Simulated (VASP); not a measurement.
# TiO2 (Fm-3m) in VASP: a series of runs

The runs below take TiO2 through single point, with PBE-based screened hybrid with 10 % exact exchange, PBE-based screened hybrid with 20 % exact exchange.

All numbers are computed with VASP 6.6.1; they aren't measurements. Logs are shortened: lines on timing, memory, paths and dates and some standing lists are left out, and cuts for length are marked.

### Step 1. The cell of the first run

Symmetry: Fm-3m, No. 225, cubic system. The conventional cell has a = 4.794 Å, b = 4.794 Å, c = 4.794 Å, α = 90.00°, β = 90.00°, γ = 90.00°. Within 2.7 Å of Ti (site symmetry m-3m) lie 8 O at 2.08 Å. O (site symmetry -43m) has 4 Ti at 2.08 Å and 6 O at 2.40 Å within 2.7 Å.

### Step 2. Single point, PBE-based screened hybrid with 10 % exact exchange

File POSCAR:

```
TiO2
1.0
    0.0000000000      2.3968272579      2.3968272579
    2.3968272579      0.0000000000      2.3968272579
    2.3968272579      2.3968272579      0.0000000000
Ti O
1 2
Direct
    0.0000000000      0.0000000000      0.0000000000
    0.2500000000      0.2500000000      0.2500000000
    0.7500000000      0.7500000000      0.7500000000
```

File INCAR.step1:

```
PREC     = Accurate       # precision mode
ENCUT    = 520            # plane-wave cutoff, eV
EDIFF    = 1E-5           # SCF threshold, eV
ISMEAR   = 0              # smearing method
SIGMA    = 0.01           # smearing width, eV
LREAL    = F              # projectors in reciprocal space
LASPH    = T              # aspherical terms in the spheres
NELM     = 60             # most SCF steps
ALGO     = Normal         # electronic algorithm
ISIF     = 2              # what is computed and relaxed
LWAVE    = T              # write WAVECAR
LCHARG   = F              # write CHGCAR
NBANDS   = 19             # bands
GGA      = PE             # functional
```

File INCAR.step2:

```
PREC     = Accurate       # precision mode
ENCUT    = 520            # plane-wave cutoff, eV
EDIFF    = 1E-6           # SCF threshold, eV
ISMEAR   = 0              # smearing method
SIGMA    = 0.01           # smearing width, eV
LREAL    = F              # projectors in reciprocal space
LASPH    = T              # aspherical terms in the spheres
NELM     = 60             # most SCF steps
ALGO     = Normal         # electronic algorithm
ISIF     = 2              # what is computed and relaxed
LWAVE    = F              # write WAVECAR
LCHARG   = F              # write CHGCAR
GGA      = PE             # functional
LHFCALC  = T              # exact exchange
AEXX     = 0.1            # exact-exchange fraction
HFSCREEN = 0.3            # screening, 1/A
PRECFOCK = Normal       
NBANDS   = 19             # bands
ISTART   = 1
```

File KPOINTS:

```
regular mesh
0
Gamma
  4 4 4
```

Potentials or basis: VASP PAW PBE potentials, release 64 (Ti_sv, O).

Launch:

```
cat potpaw_PBE.64/Ti_sv/POTCAR potpaw_PBE.64/O/POTCAR > POTCAR
cp INCAR.step1 INCAR
mpirun -np 1 vasp_std > vasp.out
cp INCAR.step2 INCAR
mpirun -np 1 vasp_std > vasp.out
```

OUTCAR:

```text
PREC = Accurate
   ENCUT = 520
   EDIFF = 1E-6
   ISMEAR = 0
   LREAL = F
   LASPH = T
   NELM = 60
   ISIF = 2
   GGA = PE
   LHFCALC = T
   AEXX = 0.1
   HFSCREEN = 0.3
   PRECFOCK = Normal
   ISTART = 1

 ion  position               nearest neighbor table
   1  0.000  0.000  0.000-   3 2.08   3 2.08   3 2.08   2 2.08   3 2.08   2 2.08   2 2.08   2 2.08

   2  0.250  0.250  0.250-   1 2.08   1 2.08   1 2.08   1 2.08
   3  0.750  0.750  0.750-   1 2.08   1 2.08   1 2.08   1 2.08

  LATTYP: Found a face centered cubic cell.
 ALAT       =     4.7936545158

  Lattice vectors:

 A1 = (   0.0000000000,   2.3968272579,   2.3968272579)
 A2 = (   2.3968272579,   0.0000000000,   2.3968272579)
 A3 = (   2.3968272579,   2.3968272579,   0.0000000000)

Analysis of symmetry for initial positions (statically):
=====================================================================
 Subroutine PRICEL returns:
 Original cell was already a primitive cell.

 Routine SETGRP: Setting up the symmetry group for a
 face centered cubic supercell.

 Subroutine GETGRP returns: Found 48 space group operations
 (whereof 48 operations were pure point group operations)
 out of a pool of 48 trial point group operations.

The static configuration has the point symmetry O_h .

Analysis of symmetry for dynamics (positions and initial velocities):
=====================================================================
 Subroutine PRICEL returns:
 Original cell was already a primitive cell.

 Routine SETGRP: Setting up the symmetry group for a
 face centered cubic supercell.

 Subroutine GETGRP returns: Found 48 space group operations
 (whereof 48 operations were pure point group operations)
 out of a pool of 48 trial point group operations.

The dynamic configuration has the point symmetry O_h .

 Subroutine INISYM returns: Found 48 space group operations
 (whereof 48 operations are pure point group operations),
 and found     1 'primitive' translations

[... 78 lines left out ...]
   NELM   =     60;   NELMIN=  2; NELMDL=  0     # of ELM steps
   EDIFF  = 0.1E-05   stopping-criterion for ELM
   LREAL  =      F    real-space projection
   EDIFFG = 0.1E-04   stopping-criterion for IOM
   NSW    =      0    number of steps for IOM
   IBRION =     -1    ionic relax: 0-MD 1-quasi-New 2-CG
   NFREE  =      0    steps in history (QN), initial steepest desc. (CG)
   ISIF   =      2    stress and relaxation
   ISYM   =      3    0-nonsym 1-usesym 2-fastsym
   POTIM  = 0.5000    time-step for ionic-motion
   TEBEG  =    0.0;   TEEND  =   0.0 temperature during run
   PSTRESS=    0.0 pullay stress
   NELECT =      24.0000    total number of electrons
   NUPDOWN=      -1.0000    fix difference up-down
   EMIN   =  10.00;   EMAX   =-10.00  energy-range for DOS
   EFERMI =   0.00;   METHOD = LEGACY
   ISMEAR =     0;   SIGMA  =   0.01  broadening in eV -4-tet -1-fermi 0-gaus
   EFERMI_NEDOS =   21; number of points for ismear=-14 and -15
   IALGO  =     38    algorithm
   IMIX   =      1    mixing-type and parameters
     AMIX     =   0.40;   BMIX     =  1.00
     AMIX_MAG =   1.60;   BMIX_MAG =  1.00
  volume/ion in A,a.u.               =       9.18        61.95
  Fermi-wavevector in a.u.,A,eV,Ry     =   1.563742  2.955044 33.270189  2.445290
  Thomas-Fermi vector in A             =   2.666469
   LORBIT       =      0    0 simple, 1 ext, 2 COOP (PROOUT), +10 PAW based schemes
   GGA     = PE    functional components
   LHFCALC =     T    Hartree Fock is set to
   PRECFOCK=normal    Normal, Fast or Accurate (Low or Medium for compatibility)
   ENCUT4O =  -1.0   cutoff for four orbital integrals eV
   NKREDX  =     1    reduce k-point grid by
   NKREDY  =     1    reduce k-point grid by
   NKREDZ  =     1    reduce k-point grid by
   AEXX    =    0.1000 exact exchange contribution
   HFSCREEN=    0.3000 screening length (either q_TF or 0.3 A-1)
   HFSCREENC=   0.3000 screening length for correlation (either q_TF or 0.3 A-1)
   ENCUTFOCK=  -1.0 apply spherical cutoff to Coloumb kernel
   IVDW    =     0    specifies the selected vdW correction
   LEPSILON=     F    determine dielectric tensor
   LRPA    =     F    only Hartree local field effects (RPA)
 non-spin polarized calculation
 Gauss-broadening in eV      SIGMA  =   0.01
  energy-cutoff  :      520.00
  volume of cell :       27.54
 maximum number of plane-waves:       754
 NGX is ok and might be reduce to    28
  NGX = 20; NGY = 20; NGZ = 20

 number of electron      23.9999996 magnetization

 Free energy of the ion-electron system (eV)
  ---------------------------------------------------
  ext. energy  EPLUGINS =         0.00000000
  ---------------------------------------------------
  free energy    TOTEN  =       -28.14286221 eV

  energy without entropy =      -28.14286221  energy(sigma->0) =      -28.14286221

 E-fermi :   7.2798     XC(G=0): -11.4158

 val. band max:        7.1422851629   @ k =   0.5000   0.5000   0.0000
 cond. band min:       8.7397377384   @ k =   0.0000   0.0000   0.0000
 fundamental gap:      1.5974525755
 Fermi energy:         7.2797843524

 k-point     1 :       0.0000    0.0000    0.0000
  band No.  band energies     occupation
      1     -52.3929      2.00000
      2     -27.8120      2.00000
      3     -27.8120      2.00000
      4     -27.8120      2.00000
      5     -13.3362      2.00000
      6      -9.3960      2.00000
[... 153 lines left out ...]
      6     -11.1590      2.00000
[... 11 lines left out ...]
     18      19.3371      0.00000
     19      23.7931      0.00000

------------------------ aborting loop because EDIFF is reached ----------------------------------------

  FORCE on cell =-STRESS in cart. coord.  units (eV):
  Direction    XX          YY          ZZ          XY          YZ          ZX
  --------------------------------------------------------------------------------------
  -------------------------------------------------------------------------------------
  Total        0.5022541      0.5022541      0.5022541     -0.0000000      0.0000000      0.0000000
  in kB       29.2209182     29.2209182     29.2209182     -0.0000000      0.0000000      0.0000000
  external PRESSURE =      29.2209182 kB  Pullay stress =       0.0000000 kB

 VOLUME and BASIS-vectors are now :
 -----------------------------------------------------------------------------
  energy-cutoff  :      520.00
  volume of cell :       27.54
      direct lattice vectors                 reciprocal lattice vectors
     0.000000000  2.396827258  2.396827258    -0.208609110  0.208609110  0.208609110
     2.396827258  0.000000000  2.396827258     0.208609110 -0.208609110  0.208609110
     2.396827258  2.396827258  0.000000000     0.208609110  0.208609110 -0.208609110

 POSITION                                       TOTAL-FORCE (eV/Angst)
 -----------------------------------------------------------------------------------
      0.00000      0.00000      0.00000        -0.000000      0.000000     -0.000000
      1.19841      1.19841      1.19841        -0.000000     -0.000000      0.000000
      3.59524      3.59524      3.59524         0.000000     -0.000000     -0.000000
 -----------------------------------------------------------------------------------
    total drift:                               -0.000000     -0.000000     -0.000000

  FREE ENERGIE OF THE ION-ELECTRON SYSTEM (eV)
  ---------------------------------------------------
  free  energy   TOTEN  =       -28.1428622067 eV

  energy  without entropy=      -28.1428622067  energy(sigma->0) =      -28.14286221
```

OUTCAR.step1:

```text
PREC = Accurate
   ENCUT = 520
   EDIFF = 1E-5
   ISMEAR = 0
   LREAL = F
[... 384 lines left out ...]
      0.00000      0.00000      0.00000        -0.000000     -0.000000     -0.000000
      1.19841      1.19841      1.19841         0.000000      0.000000     -0.000000
      3.59524      3.59524      3.59524        -0.000000     -0.000000      0.000000
 -----------------------------------------------------------------------------------
    total drift:                                0.000000     -0.000000      0.000000

  FREE ENERGIE OF THE ION-ELECTRON SYSTEM (eV)
  ---------------------------------------------------
  free  energy   TOTEN  =       -26.0151540807 eV

  energy  without entropy=      -26.0151540807  energy(sigma->0) =      -26.01515408
```

OSZICAR.step1:

```text
N       E                     dE             d eps       ncg     rms          rms(c)
DAV:   1     0.247902717496E+03    0.24790E+03   -0.13086E+04   304   0.150E+03
DAV:   2    -0.154727482835E+02   -0.26338E+03   -0.24588E+03   321   0.417E+02
DAV:   3    -0.349050874166E+02   -0.19432E+02   -0.19222E+02   330   0.119E+02
DAV:   4    -0.356440075327E+02   -0.73892E+00   -0.73790E+00   431   0.210E+01
DAV:   5    -0.356527230463E+02   -0.87155E-02   -0.87064E-02   347   0.227E+00    0.210E+01
DAV:   6    -0.266493103270E+02    0.90034E+01   -0.42008E+01   371   0.758E+01    0.971E+00
DAV:   7    -0.262939647216E+02    0.35535E+00   -0.10708E+01   371   0.291E+01    0.616E+00
DAV:   8    -0.261198572191E+02    0.17411E+00   -0.35469E-01   346   0.597E+00    0.423E+00
DAV:   9    -0.262163870920E+02   -0.96530E-01   -0.24519E+00   359   0.141E+01    0.401E+00
DAV:  10    -0.260296806717E+02    0.18671E+00   -0.71058E-01   369   0.727E+00    0.116E+00
DAV:  11    -0.260192061028E+02    0.10475E-01   -0.38015E-02   359   0.176E+00    0.676E-01
DAV:  12    -0.260151584051E+02    0.40477E-02   -0.16807E-02   343   0.132E+00    0.878E-02
DAV:  13    -0.260154997972E+02   -0.34139E-03   -0.14410E-03   348   0.288E-01    0.164E-01
DAV:  14    -0.260151864864E+02    0.31331E-03   -0.85351E-04   379   0.276E-01    0.624E-02
DAV:  15    -0.260151704496E+02    0.16037E-04   -0.15342E-04   334   0.923E-02    0.344E-02
DAV:  16    -0.260151583099E+02    0.12140E-04   -0.16900E-05   246   0.428E-02    0.179E-02
DAV:  17    -0.260151540807E+02    0.42293E-05   -0.14646E-05   215   0.378E-02
   1 F= -.26015154E+02 E0= -.26015154E+02  d E =-.139028E-52
```

Wall time 14 min (1 thread of AMD EPYC 7R43 (Zen 3), shared host); peak memory 0.22 GiB.

What came out:

```
Free energy            : -28.1429 eV
Pressure               : 2.9 GPa
Band gap on the k mesh : 1.60 eV (least direct gap 2.31 eV)
```

Levels at points of the mesh, in eV from the valence-band top:
```
           k point  band 8  band 9  band 10  band 11  band 12  band 13  band 14  band 15  band 16  band 17
(0.00, 0.00, 0.00)   -6.26   -6.26    -0.92    -0.92    -0.92     1.60     1.60     5.87     5.87     5.87
(0.50, 0.00, 0.00)   -5.12   -3.52    -3.44    -2.66    -2.66     1.94     1.94     3.27     5.47     5.47
(0.50, 0.50, 0.00)   -4.83   -4.83    -2.19    -2.19     0.00     2.31     2.36     3.30     4.61     4.61
```

Caveat: the k points lie up to 0.57 Å⁻¹ apart; the structure was generated, so it needn't be the stable form of TiO2; the PAW data sets were made with another functional, which shifts forces and pressure a little. A k mesh can miss the band edges.

### Step 3. Single point, PBE-based screened hybrid with 20 % exact exchange

POSCAR is that of step 2.

File INCAR.step1:

```
SYSTEM = TiO2
PREC = Accurate
ENCUT = 520
EDIFF = 1E-5
ISMEAR = 0
SIGMA = 0.01
LREAL = .False.
LASPH = .True.
NELM = 80
ALGO = Normal
ISIF = 2
LWAVE = .True.
LCHARG = .False.
GGA = PE
NBANDS = 19
```

File INCAR.step2:

```
SYSTEM = TiO2
PREC = Accurate
ENCUT = 520
EDIFF = 1E-6
ISMEAR = 0
SIGMA = 0.01
LREAL = .False.
LASPH = .True.
NELM = 80
ALGO = Normal
ISIF = 2
LWAVE = .False.
LCHARG = .False.
GGA = PE
LHFCALC = .True.
AEXX = 0.2
HFSCREEN = 0.3
PRECFOCK = Normal
ISTART = 1
NBANDS = 19
```

File KPOINTS:

```
regular mesh
0
Gamma
  4 4 4
  0 0 0
```

Potentials or basis: VASP PAW PBE potentials, release 64 (Ti_sv, O).

Launch:

```
cat potpaw_PBE.64/Ti_sv/POTCAR potpaw_PBE.64/O/POTCAR > POTCAR
cp INCAR.step1 INCAR
mpirun -np 1 vasp_std > vasp.out
cp INCAR.step2 INCAR
mpirun -np 1 vasp_std > vasp.out
```

It took 14 min on 1 thread of AMD EPYC 7R43 (Zen 3), shared host; peak memory 0.22 GiB.

The run converged. Its results:

```
Free energy            : -30.3321 eV
Pressure               : -0.8 GPa
Band gap on the k mesh : 2.11 eV (least direct gap 2.82 eV)
```

Levels at points of the mesh, in eV from the valence-band top:
| k point | band 9 | band 10 | band 11 | band 12 | band 13 | band 14 | band 15 | band 16 |
| --- | --- | --- | --- | --- | --- | --- | --- | --- |
| (0.00, 0.00, 0.00) | -6.49 | -0.97 | -0.97 | -0.97 | 2.11 | 2.11 | 6.40 | 6.40 |
| (0.50, 0.00, 0.00) | -3.64 | -3.60 | -2.78 | -2.78 | 2.44 | 2.44 | 3.71 | 6.01 |
| (0.50, 0.50, 0.00) | -5.03 | -2.27 | -2.27 | 0.00 | 2.82 | 2.92 | 3.74 | 5.08 |

Caveat: the k points lie up to 0.57 Å⁻¹ apart; the structure was generated, so it needn't be the stable form of TiO2; the PAW data sets were made with another functional, which shifts forces and pressure a little. A k mesh can miss the band edges.
